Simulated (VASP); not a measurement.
# Ba2AgBiS (Cmcm) in VASP: notebook, part 2 of 2

VASP 6.6.1. Earlier steps stand in the parts before.

## Step 4: Single point, PBE

INCAR reads:

```
SYSTEM = Ba2AgBiS
  ALGO = Normal
  EDIFF = 1E-6
  ENCUT = 630
  GGA = PE
  GGA_COMPAT = .FALSE.
  ISIF = 2
  ISMEAR = 0
  LASPH = .TRUE.
  LCHARG = .FALSE.
  LREAL = .FALSE.
  LWAVE = .FALSE.
  NBANDS = 71
  NELM = 120
  PREC = Accurate
  SIGMA = 0.0107
```

KPOINTS reads:

```
k-points
0
G
  6 6 2
  0 0 0
```

POSCAR reads:

```
Ba2AgBiS
1.0
    4.2089850000      0.0000000000      0.0000000000
    2.1044920000     -7.2668840000      0.0000000000
    0.0000000000      0.0000000000     -9.3528280000
Ba Bi Ag S
4 2 2 2
Direct
    0.3437800000      0.3124400000      0.4378500000
    0.6562200000      0.6875600000      0.9378500000
    0.6562200000      0.6875600000      0.5621500000
    0.3437800000      0.3124400000      0.0621500000
    0.2915200000      0.4169600000      0.7500000000
    0.7084800000      0.5830400000      0.2500000000
    0.0000000000      0.0000000000      0.5000000000
    0.0000000000      0.0000000000      0.0000000000
    0.9190300000      0.1619400000      0.7500000000
    0.0809700000      0.8380600000      0.2500000000
```

Potentials or basis: VASP PAW PBE potentials, release 64 (Ba_sv, Bi_d, Ag_sv_GW, S).

On the command line:

```sh
$ cat potpaw_PBE.64/Ba_sv/POTCAR potpaw_PBE.64/Bi_d/POTCAR potpaw_PBE.64/Ag_sv_GW/POTCAR potpaw_PBE.64/S/POTCAR > POTCAR
$ mpirun -np 1 vasp_std > vasp.out
```

OUTCAR:

```text
SYSTEM = Ba2AgBiS
   EDIFF = 1E-6
   ENCUT = 630
   GGA = PE
   ISIF = 2
   ISMEAR = 0
   LASPH = .TRUE.
   LREAL = .FALSE.
   NELM = 120
   PREC = Accurate

 ion  position               nearest neighbor table
   1  0.344  0.312  0.438-   5 3.02   7 3.15   7 3.15   6 3.37   6 3.37   4 3.51   3 3.63   3 3.63
                             9 3.76   9 3.76   3 4.69
   2  0.656  0.688  0.938-   6 3.02   8 3.15   8 3.15   5 3.37   5 3.37   3 3.51   4 3.63   4 3.63
                            10 3.76  10 3.76   4 4.69
   3  0.656  0.688  0.562-   6 3.02   7 3.15   7 3.15   5 3.37   5 3.37   2 3.51   1 3.63   1 3.63
                            10 3.76  10 3.76   1 4.69
   4  0.344  0.312  0.062-   5 3.02   8 3.15   8 3.15   6 3.37   6 3.37   1 3.51   2 3.63   2 3.63
                             9 3.76   9 3.76   2 4.69
   5  0.292  0.417  0.750-   9 2.80   9 2.80   4 3.02   1 3.02   2 3.37   3 3.37   2 3.37   3 3.37

   6  0.708  0.583  0.250-  10 2.80  10 2.80   2 3.02   3 3.02   1 3.37   4 3.37   1 3.37   4 3.37

   7  0.000  0.000  0.500-   9 2.62  10 2.62   1 3.15   3 3.15   3 3.15   1 3.15
   8  0.000  0.000  0.000-   9 2.62  10 2.62   2 3.15   4 3.15   2 3.15   4 3.15
   9  0.919  0.162  0.750-   7 2.62   8 2.62   5 2.80   5 2.80   1 3.76   4 3.76   4 3.76   1 3.76

  10  0.081  0.838  0.250-   7 2.62   8 2.62   6 2.80   6 2.80   3 3.76   2 3.76   2 3.76   3 3.76

  LATTYP: Found a base centered orthorhombic cell.
 ALAT       =     4.2089850000
 B/A-ratio  =     3.4530339262
 C/A-ratio  =     2.2221100812

  Lattice vectors:

 A1 = (   2.1044930000,   7.2668840000,   0.0000000000)
 A2 = (   2.1044920000,  -7.2668840000,   0.0000000000)
 A3 = (   0.0000000000,   0.0000000000,  -9.3528280000)

Analysis of symmetry for initial positions (statically):
=====================================================================
 Subroutine PRICEL returns:
 Original cell was already a primitive cell.

 Routine SETGRP: Setting up the symmetry group for a
 base centered orthorhombic supercell.

 Subroutine GETGRP returns: Found  8 space group operations
 (whereof  4 operations were pure point group operations)
 out of a pool of  8 trial point group operations.

The static configuration has the point symmetry C_2h.
[... 164 lines left out ...]
  energy-cutoff  :      630.00
  volume of cell :      286.07
 maximum number of plane-waves:     10318
 NGX is ok and might be reduce to    36
   NGX = 17   NGY = 31   NGZ = 39

 number of electron     119.9999994 magnetization

 Free energy of the ion-electron system (eV)
  ---------------------------------------------------
  ext. energy  EPLUGINS =         0.00000000
  ---------------------------------------------------
  free energy    TOTEN  =       -23.11504084 eV

  energy without entropy =      -23.11446357  energy(sigma->0) =      -23.11475220

 E-fermi :   5.5378     XC(G=0):  -9.7952

 val. band max:        5.5230967528   @ k =   0.0000   0.0000   0.0000
 cond. band min:       5.5396433663   @ k =   0.0000   0.1667   0.0000
 fundamental gap:      0.0165466135
 Fermi energy:         5.5377873266

 k-point     1 :       0.0000    0.0000    0.0000
  band No.  band energies     occupation
      1     -87.3178      2.00000
      2     -87.3178      2.00000
      3     -50.8456      2.00000
      4     -50.8456      2.00000
      5     -50.7959      2.00000
      6     -50.7959      2.00000
[... 1765 lines left out ...]
     70       7.5363      0.00000
     71       8.7210      0.00000

 [... further k-points ...]

------------------------ aborting loop because EDIFF is reached ----------------------------------------

  FORCE on cell =-STRESS in cart. coord.  units (eV):
  Direction    XX          YY          ZZ          XY          YZ          ZX
  --------------------------------------------------------------------------------------
  -------------------------------------------------------------------------------------
  Total       24.4336109     21.6581048     26.3138666      0.0000015      0.0000000      0.0000000
  in kB      136.8452359    121.3004688    147.3759774      0.0000083      0.0000000      0.0000000
  external PRESSURE =     135.1738940 kB  Pullay stress =       0.0000000 kB

 VOLUME and BASIS-vectors are now :
 -----------------------------------------------------------------------------
  energy-cutoff  :      630.00
  volume of cell :      286.07
      direct lattice vectors                 reciprocal lattice vectors
     4.208985000  0.000000000  0.000000000     0.237586972  0.068805265  0.000000000
     2.104492000 -7.266884000  0.000000000     0.000000000 -0.137610563  0.000000000
     0.000000000  0.000000000 -9.352828000     0.000000000  0.000000000 -0.106919533

 POSITION                                       TOTAL-FORCE (eV/Angst)
 -----------------------------------------------------------------------------------
      2.10449     -2.27047     -4.09514         0.000000      1.548441      0.960748
      4.20898     -4.99642     -8.77155        -0.000000     -1.548441      0.960748
      4.20898     -4.99642     -5.25769        -0.000000     -1.548441     -0.960748
      2.10449     -2.27047     -0.58128         0.000000      1.548441     -0.960748
      2.10449     -3.03000     -7.01462        -0.000000     -1.417838     -0.000000
      4.20898     -4.23688     -2.33821         0.000000      1.417838      0.000000
      0.00000      0.00000     -4.67641         0.000000      0.000000      0.000000
      0.00000      0.00000      0.00000         0.000000      0.000000      0.000000
      4.20898     -1.17680     -7.01462         0.000000      1.775102      0.000000
      2.10449     -6.09008     -2.33821        -0.000000     -1.775102      0.000000
 -----------------------------------------------------------------------------------
    total drift:                                0.000000      0.000000     -0.000000

  FREE ENERGIE OF THE ION-ELECTRON SYSTEM (eV)
  ---------------------------------------------------
  free  energy   TOTEN  =       -23.1150408388 eV

  energy  without entropy=      -23.1144635698  energy(sigma->0) =      -23.11475220
```

stdout:

```text
POSCAR found type information on POSCAR BaBiAgS
 POSCAR found :  4 types and      10 ions
 scaLAPACK will be used
 LDA part: xc-table for (Slater+PW92), standard interpolation
 POSCAR, INCAR and KPOINTS ok, starting setup
 FFT: planning ... GRIDC
 FFT: planning ... GRID_SOFT
 FFT: planning ... GRID
 WAVECAR not read
 entering main loop
```

Run time: 9.9 min. Hardware: 1 thread of Intel Xeon 6975P-C (Granite Rapids), shared host; peak memory 0.91 GiB.

Results:

```
Free energy            : -23.1150 eV
Pressure               : 13.5 GPa
Largest force          : 1.822 eV/Å
Band gap on the k mesh : zero (bands 60 and 61 overlap by 0.20 eV)
```

Forces in eV/Å, atoms in the order of the input:
```
Ba   0.000  1.548  0.961
Ba   0.000 -1.548  0.961
Ba   0.000 -1.548 -0.961
Ba   0.000  1.548 -0.961
Bi   0.000 -1.418  0.000
Bi   0.000  1.418  0.000
Ag   0.000  0.000  0.000
Ag   0.000  0.000  0.000
S    0.000  1.775  0.000
S    0.000 -1.775  0.000
```

Levels at points of the mesh, in eV from the Fermi level:
| k point | band 57 | band 58 | band 59 | band 60 | band 61 | band 62 | band 63 | band 64 |
| --- | --- | --- | --- | --- | --- | --- | --- | --- |
| (0.00, 0.00, 0.00) | -1.08 | -0.81 | -0.30 | -0.01 | 0.06 | 0.14 | 0.47 | 0.57 |
| (0.50, 0.00, 0.00) | -1.09 | -1.01 | -0.52 | -0.06 | 0.13 | 0.52 | 0.54 | 0.62 |
| (0.00, 0.50, 0.00) | -1.77 | -1.59 | -0.22 | -0.19 | 0.14 | 0.20 | 0.55 | 0.85 |
| (0.00, 0.00, 0.50) | -1.09 | -1.09 | -0.58 | -0.58 | 0.23 | 0.23 | 0.43 | 0.43 |
| (0.50, 0.00, 0.50) | -1.07 | -1.07 | -0.20 | -0.20 | 0.36 | 0.36 | 0.62 | 0.62 |
| (0.00, 0.50, 0.50) | -1.39 | -1.39 | -0.10 | -0.10 | 0.14 | 0.14 | 0.33 | 0.33 |

Caveat: the cell stands under pressure; spin-orbit coupling is left out, which moves the levels of the heavy elements; forces of over 1 eV/Å act on the atoms, so gaps and moduli don't describe the material at rest.

## Step 5: The runs side by side

```tsv
level	potentials or basis	k mesh	cutoff (eV)	gap on the mesh (eV)	pressure (GPa)	largest force (eV/Å)
PBE	VASP PAW PBE potentials, release 64 (Ba_sv, Bi_d, Ag, S)	5 × 5 × 2	520	none	13.6	1.80
LDA	VASP PAW LDA potentials, release 64 (Ba_sv, Bi_d, Ag, S)	5 × 5 × 2	520	none	8.9	1.74
PBE	VASP PAW PBE potentials, release 64 (Ba_sv, Bi_d, Ag_sv_GW, S)	6 × 6 × 2	630	none	13.5	1.82
```

Alike in all rows: task single point; no spin polarisation; cell as given; smearing gaussian 0.0107 eV.

Caveats: the cell stands under pressure; spin-orbit coupling is left out, which moves the levels of the heavy elements; forces of over 1 eV/Å act on the atoms, so gaps and moduli don't describe the material at rest.

Absolute energies hang on the potentials; compare differences alone.

The gap in the log of VASP goes by the Fermi energy; the results here count the filled bands.